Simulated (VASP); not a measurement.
Here is a VASP 6.6.1 calculation.

INCAR

```
PREC = Accurate ; ENCUT = 600
EDIFF = 1E-7 ; ISMEAR = 0
SIGMA = 0.02 ; LREAL = False
LASPH = True ; NELM = 100
ALGO = Normal ; ISIF = 4
LWAVE = False ; LCHARG = False
GGA = PS ; IBRION = 2
NSW = 50 ; EDIFFG = -0.01
```

File KPOINTS:

```
Automatic mesh
0
Gamma
  8 8 4
```

POSCAR

```
Cl
1.0
    3.4821383473     -1.9599255559      0.0000000000
    3.4821383473      1.9599255559      0.0000000000
    0.0000000000      0.0000000000      8.0793584548
Cl
4
Direct
    0.8732862456      0.1267137544      0.1112271541
    0.6267137544      0.3732862456      0.6112271541
    0.1267137544      0.8732862456      0.8887728459
    0.3732862456      0.6267137544      0.3887728459
```

Potentials or basis: VASP PAW PBE potentials, release 64 (Cl).

The run is started by

```sh
$ cat potpaw_PBE.64/Cl/POTCAR > POTCAR
$ mpirun -np 1 vasp_std > vasp.out
```

(1) Estimate the band gap on the k mesh.

Results:

(1) 2.16 eV.
